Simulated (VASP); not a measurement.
# SiNi3 (R-3m) in VASP: a series of runs

Runs on SiNi3. Level: PBEsol. Tasks: single point.

Everything below comes from runs of VASP 6.6.1. Logs are shortened: lines on timing, memory, paths and dates and some standing lists are left out, and cuts for length are marked.

## Step 1: The cell of the first run

The structure is trigonal, space group R-3m (No. 166). Conventional cell: a = 2.568 Å, b = 2.568 Å, c = 22.832 Å, α = 90.00°, β = 90.00°, γ = 120.00°. Within 3.1 Å of Ni (site symmetry 3m) lie 3 Si at 2.33 Å and 9 Ni at 2.50 to 2.57 Å. Ni (site symmetry -3m) has 12 Ni at 2.50 to 2.57 Å within 3.3 Å. Si (site symmetry -3m) has 6 Ni at 2.33 Å and 6 Si at 2.57 Å within 3.1 Å.

## Step 2: Single point, PBEsol, collinear spin, ferromagnetic start

Input file INCAR:

```
SYSTEM = SiNi3
  PREC = Accurate
  ENCUT = 520
  EDIFF = 1E-6
  ISMEAR = -1
  SIGMA = 0.05
  LREAL = .FALSE.
  LASPH = .TRUE.
  NELM = 150
  ALGO = Fast
  ISIF = 2
  LWAVE = .FALSE.
  LCHARG = .TRUE.
  ISPIN = 2
  MAGMOM = 1 1 1 0
  LORBIT = 11
  LMAXMIX = 4
  GGA = PS
  LELF = .TRUE.
  LVHAR = .TRUE.
  NBANDS = 29
```

Input file KPOINTS:

```
Automatic mesh
0
G
  12 12 12
  0 0 0
```

Input file POSCAR:

```
SiNi3
1.0
    1.2841273295      0.7413912593      7.6105650344
   -1.2841273295      0.7413912593      7.6105650344
    0.0000000000     -1.4827825187      7.6105650344
Ni Si
3 1
Direct
    0.2547330000      0.2547330000      0.2547330000
    0.5000000000      0.5000000000      0.5000000000
    0.7452670000      0.7452670000      0.7452670000
    0.0000000000      0.0000000000      0.0000000000
```

Potentials or basis: VASP PAW PBE potentials, release 64 (Ni, Si).

Started as:

```
$ cat potpaw_PBE.64/Ni/POTCAR potpaw_PBE.64/Si/POTCAR > POTCAR
$ mpirun -np 1 vasp_std > vasp.out
```

OUTCAR:

```text
SYSTEM = SiNi3
   PREC = Accurate
   ENCUT = 520
   EDIFF = 1E-6
   ISMEAR = -1
   LREAL = .FALSE.
   LASPH = .TRUE.
   NELM = 150
   ISIF = 2
   ISPIN = 2
   LORBIT = 11
   GGA = PS

 ion  position               nearest neighbor table
   1  0.255  0.255  0.255-   4 2.33   4 2.33   4 2.33   2 2.50   2 2.50   2 2.50
   2  0.500  0.500  0.500-   1 2.50   3 2.50   1 2.50   1 2.50   3 2.50   3 2.50
   3  0.745  0.745  0.745-   4 2.33   4 2.33   4 2.33   2 2.50   2 2.50   2 2.50
   4  0.000  0.000  0.000-   3 2.33   1 2.33   3 2.33   3 2.33   1 2.33   1 2.33

  LATTYP: Found a trigonal (rhomboedric) cell.
 ALAT       =     7.7536664966
 COS(alpha) =     0.9451430144

  Lattice vectors:

 A1 = (   1.2841273295,   0.7413912593,   7.6105650344)
 A2 = (  -1.2841273295,   0.7413912593,   7.6105650344)
 A3 = (   0.0000000000,  -1.4827825187,   7.6105650344)

Analysis of symmetry for initial positions (statically):
=====================================================================
 Subroutine PRICEL returns:
 Original cell was already a primitive cell.

 Routine SETGRP: Setting up the symmetry group for a
 trigonal (rhombohedral) supercell.

 Subroutine GETGRP returns: Found 12 space group operations
 (whereof 12 operations were pure point group operations)
 out of a pool of 12 trial point group operations.

The static configuration has the point symmetry D_3d.

Analysis of symmetry for dynamics (positions and initial velocities):
=====================================================================
 Subroutine PRICEL returns:
 Original cell was already a primitive cell.

 Routine SETGRP: Setting up the symmetry group for a
 trigonal (rhombohedral) supercell.

 Subroutine GETGRP returns: Found 12 space group operations
 (whereof 12 operations were pure point group operations)
 out of a pool of 12 trial point group operations.

The dynamic configuration has the point symmetry D_3d.

Analysis of structural, dynamic, and magnetic symmetry:
=====================================================================
 Subroutine PRICEL returns:
 Original cell was already a primitive cell.

 Routine SETGRP: Setting up the symmetry group for a
 trigonal (rhombohedral) supercell.

 Subroutine GETGRP returns: Found 12 space group operations
 (whereof 12 operations were pure point group operations)
 out of a pool of 12 trial point group operations.

The overall configuration has the point symmetry D_3d.

 Subroutine INISYM returns: Found 12 space group operations
 (whereof 12 operations are pure point group operations),
 and found     1 'primitive' translations
[... 122 lines left out ...]
  Thomas-Fermi vector in A             =   2.618789
   LORBIT       =     11    0 simple, 1 ext, 2 COOP (PROOUT), +10 PAW based schemes
   GGA     = PS    functional components
   LHFCALC =     F    Hartree Fock is set to
   AEXX    =    0.0000 exact exchange contribution
   IVDW    =     0    specifies the selected vdW correction
   LEPSILON=     F    determine dielectric tensor
   LRPA    =     F    only Hartree local field effects (RPA)
 spin polarized calculation
 RMM-DIIS sequential band-by-band and
  energy-cutoff  :      520.00
  volume of cell :       43.47
 maximum number of plane-waves:      1186
 NGX is ok and might be reduce to    60
   NGX = 29   NGY = 29   NGZ = 29

 number of electron      34.0000002 magnetization       0.3312696

 Free energy of the ion-electron system (eV)
  ---------------------------------------------------
  ext. energy  EPLUGINS =         0.00000000
  ---------------------------------------------------
  free energy    TOTEN  =       -24.98376082 eV

  energy without entropy =      -24.94885277  energy(sigma->0) =      -24.96630679

 E-fermi :  10.3701     XC(G=0): -13.1663

 val. band max:       10.3685815116   @ k =   0.5000   0.0833  -0.0000
 cond. band min:      10.3723996427   @ k =  -0.2500  -0.2500   0.1667
 fundamental gap:      0.0038181310
 Fermi energy:        10.3700821023

 spin component 1

 k-point     1 :       0.0000    0.0000    0.0000
  band No.  band energies     occupation
      1      -3.5756      1.00000
      2       2.1641      1.00000
      3       2.9465      1.00000
      4       5.9331      1.00000
      5       7.4660      1.00000
      6       8.3229      1.00000
[... 757 lines left out ...]
     28      22.8515      0.00000
     29      24.0586      0.00000

 [... further k-points ...]

 spin component 2

 k-point     1 :       0.0000    0.0000    0.0000
  band No.  band energies     occupation
      1      -3.5783      1.00000
      2       2.1606      1.00000
      3       2.9493      1.00000
      4       6.0053      1.00000
      5       7.5177      1.00000
      6       8.3786      1.00000
[... 757 lines left out ...]
     28      22.8773      0.00000
     29      24.0681      0.00000

 [... further k-points ...]
[... 5 lines left out ...]
  --------------------------------------------------------------------------------------
  -------------------------------------------------------------------------------------
  Total       -0.5293512     -0.5293512     -0.6309996      0.0000000      0.0000000      0.0000000
  in kB      -19.5088101    -19.5088101    -23.2549808      0.0000000      0.0000000      0.0000000
  external PRESSURE =     -20.7575336 kB  Pullay stress =       0.0000000 kB

 VOLUME and BASIS-vectors are now :
 -----------------------------------------------------------------------------
  energy-cutoff  :      520.00
  volume of cell :       43.47
      direct lattice vectors                 reciprocal lattice vectors
     1.284127329  0.741391259  7.610565034     0.389369487  0.224802578  0.043798763
    -1.284127329  0.741391259  7.610565034    -0.389369487  0.224802578  0.043798763
     0.000000000 -1.482782519  7.610565034     0.000000000 -0.449605157  0.043798763

 POSITION                                       TOTAL-FORCE (eV/Angst)
 -----------------------------------------------------------------------------------
      0.00000     -0.00000      5.81599         0.000000      0.000000     -0.044725
      0.00000     -0.00000     11.41585         0.000000      0.000000     -0.000000
      0.00000     -0.00000     17.01571         0.000000     -0.000000      0.044725
      0.00000      0.00000      0.00000         0.000000      0.000000     -0.000000
 -----------------------------------------------------------------------------------
    total drift:                               -0.000000     -0.000000     -0.000000

  FREE ENERGIE OF THE ION-ELECTRON SYSTEM (eV)
  ---------------------------------------------------
  free  energy   TOTEN  =       -24.9837608172 eV

  energy  without entropy=      -24.9488527660  energy(sigma->0) =      -24.96630679

 total charge

# of ion       s       p       d       tot
------------------------------------------
    1        0.493   0.575   8.429   9.497
    2        0.484   0.451   8.311   9.246
    3        0.493   0.575   8.429   9.497
    4        0.740   0.906   0.000   1.647
--------------------------------------------------
tot          2.210   2.508  25.169  29.887

 magnetization (x)

# of ion       s       p       d       tot
------------------------------------------
    1       -0.000  -0.004   0.045   0.041
    2       -0.001  -0.004   0.263   0.258
    3       -0.000  -0.004   0.045   0.041
    4        0.000  -0.001   0.000  -0.001
--------------------------------------------------
tot         -0.001  -0.012   0.352   0.339
```

stdout:

```text
POSCAR found type information on POSCAR NiSi
 POSCAR found :  2 types and       4 ions
 scaLAPACK will be used
 -----------------------------------------------------------------------------
|                                                                             |
|                                                                             |
|     You enforced a specific xc type in the INCAR file but a different       |
|     I HOPE YOU KNOW WHAT YOU ARE DOING!                                     |
|                                                                             |
 -----------------------------------------------------------------------------

 LDA part: xc-table for (Slater+PW92), standard interpolation
 POSCAR, INCAR and KPOINTS ok, starting setup
 FFT: planning ... GRIDC
 FFT: planning ... GRID_SOFT
 FFT: planning ... GRID
 WAVECAR not read
 entering main loop
WARNING in EDDRMM: call to ZHEGV failed, returncode =   8  4     28
```

It took 66 min on 1 thread of Intel Xeon Platinum 8488C (Sapphire Rapids), shared host; peak memory 0.85 GiB.

What came out:

| Item | Value |
| --- | --- |
| Free energy | -24.9838 eV |
| Pressure | -2.1 GPa |
| Largest force | 0.045 eV/Å |
| Net moment | 0.33 μB per cell |
| Site moments | Ni +0.04, +0.26 (each value once); Si -0.00 μB |
| Valence electrons inside the program's atomic spheres | Ni 9.50, 9.25 (each value once); Si 1.65 |

Forces on the atoms (eV/Å):
```
Ni   0.000  0.000 -0.045
Ni   0.000  0.000  0.000
Ni   0.000  0.000  0.045
Si   0.000  0.000  0.000
```

Levels at points of the mesh, in eV from the Fermi level:
Spin up:
| k point | band 15 | band 16 | band 17 | band 18 | band 19 | band 20 | band 21 | band 22 |
| --- | --- | --- | --- | --- | --- | --- | --- | --- |
| (0.00, 0.00, 0.00) | -1.20 | -1.15 | -1.15 | -0.50 | -0.50 | 4.10 | 12.29 | 12.29 |
| (0.50, 0.00, 0.00) | -0.33 | -0.20 | -0.05 | 0.80 | 1.00 | 2.45 | 5.34 | 6.19 |
| (0.50, 0.50, 0.00) | -0.33 | -0.20 | -0.08 | 0.10 | 1.98 | 2.18 | 5.60 | 6.66 |
| (0.50, 0.50, 0.50) | -1.33 | -1.11 | -1.11 | -0.50 | -0.50 | 6.40 | 8.68 | 12.30 |
Spin down:
```
           k point  band 13  band 14  band 15  band 16  band 17  band 18  band 19  band 20  band 21  band 22
(0.00, 0.00, 0.00)    -1.23    -1.23    -1.21    -0.99    -0.99    -0.30    -0.30     4.16    12.29    12.29
(0.50, 0.00, 0.00)    -0.51    -0.29    -0.28     0.04     0.12     0.80     1.17     2.48     5.42     6.19
(0.50, 0.50, 0.00)    -0.44    -0.29    -0.28    -0.06     0.13     0.28     2.00     2.25     5.64     6.67
(0.50, 0.50, 0.50)    -1.72    -1.29    -1.29    -0.95    -0.95    -0.30    -0.30     6.41     8.75    12.30
```

Caveat: the PAW data sets were made with another functional, which shifts forces and pressure a little.

## Step 3: Single point, PBEsol, collinear spin, ferrimagnetic start

This run uses another cell than the first one, of 11.09 Å³/atom.

Input file INCAR:

```
PREC = Accurate
ENCUT = 520
EDIFF = 1E-6
ISMEAR = -1
SIGMA = 0.05
LREAL = False
LASPH = True
NELM = 150
ALGO = Normal
ISIF = 2
LWAVE = False
LCHARG = False
ISPIN = 2
MAGMOM = 0.63 -0.78 0.95 0
LORBIT = 11
LMAXMIX = 4
GGA = PS
NBANDS = 29
```

Input file KPOINTS:

```
regular mesh
0
Gamma
  12 12 12
```

Input file POSCAR:

```
SiNi3
1.0
    1.2928041287      0.7464008117      7.6619893310
   -1.2928041287      0.7464008117      7.6619893310
    0.0000000000     -1.4928016234      7.6619893310
Ni Si
3 1
Direct
    0.2547330000      0.2547330000      0.2547330000
    0.5000000000      0.5000000000      0.5000000000
    0.7452670000      0.7452670000      0.7452670000
    0.0000000000      0.0000000000      0.0000000000
```

Potentials or basis: VASP PAW PBE potentials, release 64 (Ni, Si).

Started as:

```
$ cat potpaw_PBE.64/Ni/POTCAR potpaw_PBE.64/Si/POTCAR > POTCAR
$ mpirun -np 1 vasp_std > vasp.out
```

Run time: 35 min. Hardware: 1 thread of Intel Xeon 6975P-C (Granite Rapids), shared host; peak memory 0.84 GiB.

Results (log left out):

```
Free energy                                           : -24.9618 eV
Pressure                                              : -5.9 GPa
Largest force                                         : 0.024 eV/Å
Net moment                                            : -0.41 μB per cell
Site moments                                          : Ni -0.05, -0.31 (each value once); Si +0.00 μB
Valence electrons inside the program's atomic spheres : Ni 9.46, 9.21 (each value once); Si 1.63
```

Forces in eV/Å, atoms in the order of the input:
```
Ni   0.000  0.000  0.024
Ni   0.000  0.000  0.000
Ni   0.000  0.000 -0.024
Si   0.000  0.000  0.000
```

Stress tensor (GPa, compression positive):
```
-5.47  0.00  0.00
 0.00 -5.47  0.00
 0.00  0.00 -6.65
```

Levels at points of the mesh, in eV from the Fermi level:
Spin up:
| k point | band 15 | band 16 | band 17 | band 18 | band 19 | band 20 |
| --- | --- | --- | --- | --- | --- | --- |
| (0.00, 0.00, 0.00) | -1.16 | -0.94 | -0.94 | -0.27 | -0.27 | 4.09 |
| (0.50, 0.00, 0.00) | -0.26 | 0.05 | 0.15 | 0.82 | 1.16 | 2.44 |
| (0.50, 0.50, 0.00) | -0.26 | -0.04 | 0.15 | 0.29 | 1.98 | 2.23 |
| (0.50, 0.50, 0.50) | -1.25 | -0.91 | -0.91 | -0.27 | -0.27 | 6.35 |
Spin down:
```tsv
k point	band 15	band 16	band 17	band 18	band 19	band 20	band 21	band 22
(0.00, 0.00, 0.00)	-1.16	-1.14	-1.14	-0.51	-0.51	4.02	12.04	12.04
(0.50, 0.00, 0.00)	-0.33	-0.24	-0.06	0.82	0.96	2.41	5.21	6.14
(0.50, 0.50, 0.00)	-0.33	-0.24	-0.07	0.07	1.95	2.14	5.52	6.54
(0.50, 0.50, 0.50)	-1.30	-1.10	-1.10	-0.51	-0.51	6.34	8.51	12.04
```

Caveat: the cell stands under tension; the PAW data sets were made with another functional, which shifts forces and pressure a little.
